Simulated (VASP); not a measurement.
# VN (Fm-3m) in VASP: a series of runs

The runs below take VN through single point, relaxation of cell and atoms, with PBE.

Everything below comes from runs of VASP 6.6.1. Logs are shortened: lines on timing, memory, paths and dates and some standing lists are left out, and cuts for length are marked.

## Step 1: The cell of the first run

Symmetry: Fm-3m, No. 225, cubic system. The conventional cell has a = 4.116 Å, b = 4.116 Å, c = 4.116 Å, α = 90.00°, β = 90.00°, γ = 90.00°. Within 2.7 Å of V (site symmetry m-3m) lie 6 N at 2.06 Å. N (site symmetry m-3m) has 6 V at 2.06 Å within 2.7 Å.

## Step 2: Single point, PBE

Contents of INCAR:

```
SYSTEM = VN
PREC     = Accurate       ! precision mode
ENCUT    = 600            ! plane-wave cutoff, eV
EDIFF    = 1E-6           ! SCF threshold, eV
ISMEAR   = 0              ! smearing method
SIGMA    = 0.1            ! smearing width, eV
LREAL    = .FALSE.        ! projectors in reciprocal space
LASPH    = .TRUE.         ! aspherical terms in the spheres
NELM     = 120            ! most SCF steps
ALGO     = Normal         ! electronic algorithm
ISIF     = 2              ! what is computed and relaxed
LWAVE    = .FALSE.        ! write WAVECAR
LCHARG   = .TRUE.         ! write CHGCAR
GGA      = PE             ! functional
LELF     = .TRUE.         ! ELF
LVHAR    = .TRUE.       
NBANDS   = 16             ! bands
GGA_COMPAT= .FALSE.
```

Contents of KPOINTS:

```
Automatic mesh
0
G
  8 8 8
  0 0 0
```

Contents of POSCAR:

```
VN
1.0
    0.0000000000      2.0580419309      2.0580419309
    2.0580419309      0.0000000000      2.0580419309
    2.0580419309      2.0580419309      0.0000000000
V N
1 1
Direct
    0.5000000000      0.5000000000      0.5000000000
    0.0000000000      0.0000000000      0.0000000000
```

Potentials or basis: VASP PAW PBE potentials, release 64 (V_sv, N).

Run with:

```sh
cat potpaw_PBE.64/V_sv/POTCAR potpaw_PBE.64/N/POTCAR > POTCAR
mpirun -np 1 vasp_std > vasp.out
```

OUTCAR:

```text
SYSTEM = VN
   PREC = Accurate
   ENCUT = 600
   EDIFF = 1E-6
   ISMEAR = 0
   LREAL = .FALSE.
   LASPH = .TRUE.
   NELM = 120
   ISIF = 2
   GGA = PE

 ion  position               nearest neighbor table
   1  0.500  0.500  0.500-   2 2.06   2 2.06   2 2.06   2 2.06   2 2.06   2 2.06
   2  0.000  0.000  0.000-   1 2.06   1 2.06   1 2.06   1 2.06   1 2.06   1 2.06

  LATTYP: Found a face centered cubic cell.
 ALAT       =     4.1160838618

  Lattice vectors:

 A1 = (   0.0000000000,   2.0580419309,   2.0580419309)
 A2 = (   2.0580419309,   0.0000000000,   2.0580419309)
 A3 = (   2.0580419309,   2.0580419309,   0.0000000000)

Analysis of symmetry for initial positions (statically):
=====================================================================
 Subroutine PRICEL returns:
 Original cell was already a primitive cell.

 Routine SETGRP: Setting up the symmetry group for a
 face centered cubic supercell.

 Subroutine GETGRP returns: Found 48 space group operations
 (whereof 48 operations were pure point group operations)
 out of a pool of 48 trial point group operations.

The static configuration has the point symmetry O_h .

Analysis of symmetry for dynamics (positions and initial velocities):
=====================================================================
 Subroutine PRICEL returns:
 Original cell was already a primitive cell.

 Routine SETGRP: Setting up the symmetry group for a
 face centered cubic supercell.

 Subroutine GETGRP returns: Found 48 space group operations
 (whereof 48 operations were pure point group operations)
 out of a pool of 48 trial point group operations.

The dynamic configuration has the point symmetry O_h .

 Subroutine INISYM returns: Found 48 space group operations
 (whereof 48 operations are pure point group operations),
 and found     1 'primitive' translations

----------------------------------------------------------------------------------------

                                     Primitive cell

  volume of cell :      17.4338

  direct lattice vectors                    reciprocal lattice vectors
     0.000000000  2.058041931  2.058041931    -0.242949375  0.242949375  0.242949375
     2.058041931  0.000000000  2.058041931     0.242949375 -0.242949375  0.242949375
     2.058041931  2.058041931  0.000000000     0.242949375  0.242949375 -0.242949375

  length of vectors
     2.910510811  2.910510811  2.910510811     0.420800660  0.420800660  0.420800660

  position of ions in fractional coordinates (direct lattice)
     0.500000000  0.500000000  0.500000000
     0.000000000  0.000000000  0.000000000

  ion indices of the primitive-cell ions
   primitive index   ion index
                 1           1
                 2           2

----------------------------------------------------------------------------------------

 KPOINTS: Automatic mesh

Automatic generation of k-mesh.
 Grid dimensions read from file:
 generate k-points for:    8    8    8

 Generating k-lattice:

  Cartesian coordinates                     Fractional coordinates (reciprocal lattice)
    -0.030368672  0.030368672  0.030368672     0.125000000  0.000000000  0.000000000
     0.030368672 -0.030368672  0.030368672     0.000000000  0.125000000  0.000000000
     0.030368672  0.030368672 -0.030368672     0.000000000  0.000000000  0.125000000

  Length of vectors
     0.052600083  0.052600083  0.052600083

  Shift w.r.t. Gamma in fractional coordinates (k-lattice)
     0.000000000  0.000000000  0.000000000

 Subroutine IBZKPT returns following result:
 ===========================================

 Found     29 irreducible k-points:

 Following reciprocal coordinates:
            Coordinates               Weight
  0.000000  0.000000  0.000000      1.000000
  0.125000  0.000000  0.000000      8.000000
  0.250000  0.000000  0.000000      8.000000
  0.375000  0.000000  0.000000      8.000000
  0.500000  0.000000  0.000000      4.000000
  0.125000  0.125000  0.000000      6.000000
[... 16 lines left out ...]
  0.500000  0.250000  0.125000     48.000000
 -0.375000  0.250000  0.125000     24.000000
 [... further k-points ...]
   k-points           NKPTS =     29   k-points in BZ     NKDIM =     29   number of bands    NBANDS=     16
   number of dos      NEDOS =    301   number of ions     NIONS =      2
   total plane-waves  NPLWV =  13824
   dimension x,y,z NGX =    24 NGY =   24 NGZ =   24
   dimension x,y,z NGXF=    48 NGYF=   48 NGZF=   48
   ions per type =               1   1
   NGX,Y,Z   is equivalent  to a cutoff of  13.71, 13.71, 13.71 a.u.
   NGXF,Y,Z  is equivalent  to a cutoff of  27.42, 27.42, 27.42 a.u.
 SYSTEM =  VN
   PREC   = accura    normal or accurate (medium, high low for compatibility)
   ISTART =      0    job   : 0-new  1-cont  2-samecut
   ICHARG =      2    charge: 1-file 2-atom 10-const
   ISPIN  =      1    spin polarized calculation?
   LNONCOLLINEAR =      F non collinear calculations
   LSORBIT =      F    spin-orbit coupling
   LASPH  =      T    aspherical Exc in radial PAW
   ENCUT  =  600.0 eV  44.10 Ry    6.64 a.u.   5.81  5.81  5.81*2*pi/ulx,y,z
   NELM   =    120;   NELMIN=  2; NELMDL= -5     # of ELM steps
   EDIFF  = 0.1E-05   stopping-criterion for ELM
   LREAL  =      F    real-space projection
   EDIFFG = 0.1E-04   stopping-criterion for IOM
   NSW    =      0    number of steps for IOM
   IBRION =     -1    ionic relax: 0-MD 1-quasi-New 2-CG
   NFREE  =      0    steps in history (QN), initial steepest desc. (CG)
   ISIF   =      2    stress and relaxation
   ISYM   =      2    0-nonsym 1-usesym 2-fastsym
   POTIM  = 0.5000    time-step for ionic-motion
   TEBEG  =    0.0;   TEEND  =   0.0 temperature during run
   PSTRESS=    0.0 pullay stress
   NELECT =      18.0000    total number of electrons
   NUPDOWN=      -1.0000    fix difference up-down
   EMIN   =  10.00;   EMAX   =-10.00  energy-range for DOS
   EFERMI =   0.00;   METHOD = LEGACY
   ISMEAR =     0;   SIGMA  =   0.10  broadening in eV -4-tet -1-fermi 0-gaus
   EFERMI_NEDOS =   21; number of points for ismear=-14 and -15
   IALGO  =     38    algorithm
   IMIX   =      4    mixing-type and parameters
     AMIX     =   0.40;   BMIX     =  1.00
     AMIX_MAG =   1.60;   BMIX_MAG =  1.00
  volume/ion in A,a.u.               =       8.72        58.82
  Fermi-wavevector in a.u.,A,eV,Ry     =   1.654632  3.126801 37.250131  2.737807
  Thomas-Fermi vector in A             =   2.742866
   LORBIT       =      0    0 simple, 1 ext, 2 COOP (PROOUT), +10 PAW based schemes
   GGA     = PE    functional components
   LHFCALC =     F    Hartree Fock is set to
   AEXX    =    0.0000 exact exchange contribution
   IVDW    =     0    specifies the selected vdW correction
   LEPSILON=     F    determine dielectric tensor
   LRPA    =     F    only Hartree local field effects (RPA)
 non-spin polarized calculation
 Gauss-broadening in eV      SIGMA  =   0.10
  energy-cutoff  :      600.00
  volume of cell :       17.43
 maximum number of plane-waves:       604
   NGX = 11   NGY = 11   NGZ = 11

 number of electron      18.0000005 magnetization

 Free energy of the ion-electron system (eV)
  ---------------------------------------------------
  ext. energy  EPLUGINS =         0.00000000
  ---------------------------------------------------
  free energy    TOTEN  =       -19.30468906 eV

  energy without entropy =      -19.29187580  energy(sigma->0) =      -19.29828243

 E-fermi :  12.0681     XC(G=0): -13.6270

 val. band max:       12.0284279453   @ k =   0.2500   0.0000   0.0000
 cond. band min:      12.0836562800   @ k =  -0.3750   0.2500   0.0000
 fundamental gap:      0.0552283348
 Fermi energy:        12.0681343199

 k-point     1 :       0.0000    0.0000    0.0000
  band No.  band energies     occupation
      1     -53.4069      2.00000
      2     -27.0388      2.00000
      3     -27.0388      2.00000
      4     -27.0388      2.00000
      5      -5.9711      2.00000
      6       9.7927      2.00000
[... 8 lines left out ...]
     15      26.0646      0.00000
     16      31.9358      0.00000

 k-point     2 :       0.1250    0.0000    0.0000
  band No.  band energies     occupation
      1     -53.3960      2.00000
      2     -27.1142      2.00000
      3     -27.0459      2.00000
      4     -27.0459      2.00000
      5      -5.6557      2.00000
      6       8.1771      2.00000
[... 8 lines left out ...]
     15      25.8856      0.00000
     16      31.5099      0.00000

 k-point     3 :       0.2500    0.0000    0.0000
  band No.  band energies     occupation
      1     -53.3697      2.00000
      2     -27.2927      2.00000
      3     -27.0625      2.00000
      4     -27.0625      2.00000
      5      -4.8130      2.00000
      6       5.9039      2.00000
[... 8 lines left out ...]
     15      25.1469      0.00000
     16      29.8008      0.00000

 k-point     4 :       0.3750    0.0000    0.0000
  band No.  band energies     occupation
      1     -53.3432      2.00000
      2     -27.4667      2.00000
      3     -27.0792      2.00000
      4     -27.0792      2.00000
      5      -3.7769      2.00000
      6       3.9504      2.00000
[... 8 lines left out ...]
     15      25.6026      0.00000
     16      27.7320      0.00000
[... 324 lines left out ...]
 k-point    22 :       0.3750    0.2500    0.1250
  band No.  band energies     occupation
      1     -53.3502      2.00000
      2     -27.3269      2.00000
      3     -27.1526      2.00000
      4     -27.0889      2.00000
      5      -4.3899      2.00000
      6       5.0346      2.00000
[... 8 lines left out ...]
     15      24.9965      0.00000
     16      27.3156      0.00000

 k-point    23 :       0.5000    0.2500    0.1250
  band No.  band energies     occupation
      1     -53.3289      2.00000
      2     -27.4187      2.00000
      3     -27.1991      2.00000
      4     -27.1133      2.00000
      5      -3.7618      2.00000
      6       4.3719      2.00000
[... 8 lines left out ...]
     15      24.7555      0.00000
     16      26.1582      0.00000

 k-point    24 :      -0.3750    0.2500    0.1250
  band No.  band energies     occupation
      1     -53.3201      2.00000
      2     -27.4586      2.00000
      3     -27.2112      2.00000
      4     -27.1282      2.00000
      5      -3.4780      2.00000
      6       4.0889      2.00000
[... 8 lines left out ...]
     15      25.0860      0.00000
     16      25.9347      0.00000

 [... further k-points ...]

------------------------ aborting loop because EDIFF is reached ----------------------------------------

  FORCE on cell =-STRESS in cart. coord.  units (eV):
  Direction    XX          YY          ZZ          XY          YZ          ZX
  --------------------------------------------------------------------------------------
  -------------------------------------------------------------------------------------
  Total        0.0773667      0.0773667      0.0773667      0.0000000      0.0000000     -0.0000000
  in kB        7.1100380      7.1100380      7.1100380      0.0000000      0.0000000     -0.0000000
  external PRESSURE =       7.1100380 kB  Pullay stress =       0.0000000 kB

 VOLUME and BASIS-vectors are now :
 -----------------------------------------------------------------------------
  energy-cutoff  :      600.00
  volume of cell :       17.43
      direct lattice vectors                 reciprocal lattice vectors
     0.000000000  2.058041931  2.058041931    -0.242949375  0.242949375  0.242949375
     2.058041931  0.000000000  2.058041931     0.242949375 -0.242949375  0.242949375
     2.058041931  2.058041931  0.000000000     0.242949375  0.242949375 -0.242949375

 POSITION                                       TOTAL-FORCE (eV/Angst)
 -----------------------------------------------------------------------------------
      2.05804      2.05804      2.05804        -0.000000      0.000000      0.000000
      0.00000      0.00000      0.00000         0.000000     -0.000000     -0.000000
 -----------------------------------------------------------------------------------
    total drift:                                0.000000     -0.000000      0.000000

  FREE ENERGIE OF THE ION-ELECTRON SYSTEM (eV)
  ---------------------------------------------------
  free  energy   TOTEN  =       -19.3046890565 eV

  energy  without entropy=      -19.2918757981  energy(sigma->0) =      -19.29828243
```

Run time: 4.4 s. Hardware: 1 thread of Intel Xeon 6975P-C (Granite Rapids), shared host; peak memory 0.14 GiB.

Results:

* Free energy: -19.3047 eV
* Pressure: 0.7 GPa
* Band gap on the k mesh: zero (band 9 reaches 12.62 eV, above the bottom of band 10 at 10.48 eV)

Caveat: the run has no spin polarisation, though such a crystal can be magnetic.

## Step 3: Single point, PBE

This run uses another cell than the first one, of 9.16 Å³/atom, 1.050 times its volume.

Contents of INCAR:

```
SYSTEM = VN
ALGO = Normal
EDIFF = 1E-6
ENCUT = 600
GGA = PE
GGA_COMPAT = .False.
ISIF = 2
ISMEAR = 0
LASPH = .True.
LCHARG = .True.
LELF = .True.
LREAL = .False.
LVHAR = .True.
LWAVE = .False.
NBANDS = 16
NELM = 120
PREC = Accurate
SIGMA = 0.1
```

Contents of KPOINTS:

```
k-points
0
Gamma
  8 8 8
  0 0 0
```

Contents of POSCAR:

```
VN
1.0
    0.0000000000      2.0920707581      2.0920707581
    2.0920707581      0.0000000000      2.0920707581
    2.0920707581      2.0920707581      0.0000000000
V N
1 1
Direct
    0.5000000000      0.5000000000      0.5000000000
    0.0000000000      0.0000000000      0.0000000000
```

Potentials or basis: VASP PAW PBE potentials, release 64 (V_sv, N).

Run with:

```sh
cat potpaw_PBE.64/V_sv/POTCAR potpaw_PBE.64/N/POTCAR > POTCAR
mpirun -np 1 vasp_std > vasp.out
```

It took 4.1 s on 1 thread of Intel Xeon 6975P-C (Granite Rapids), shared host; peak memory 0.14 GiB.

Results (log left out):

```yaml
Free_energy: -19.2704 eV
Pressure: -13.4 GPa
Band_gap_on_the_k_mesh: zero (band 9 reaches 11.83 eV, above the bottom of band 10 at 9.86 eV)
```

Levels at points of the mesh, in eV from the Fermi level:
```tsv
k point	band 5	band 6	band 7	band 8	band 9	band 10	band 11	band 12	band 13	band 14
(0.00, 0.00, 0.00)	-17.64	-2.16	-2.16	-2.16	-1.46	-1.46	-1.46	-0.47	-0.47	5.44
(0.50, 0.00, 0.00)	-15.12	-8.57	-5.82	-5.82	0.51	0.51	1.32	4.67	4.67	6.04
(0.50, 0.50, 0.00)	-15.90	-6.49	-3.60	-3.56	-3.56	0.43	1.08	1.08	2.39	9.82
```

Caveat: the run has no spin polarisation, though such a crystal can be magnetic. With open d or f shells a metallic result of PBE can be an artefact of self-interaction; +U or a hybrid may open a gap.

[end of part 1 of 2]
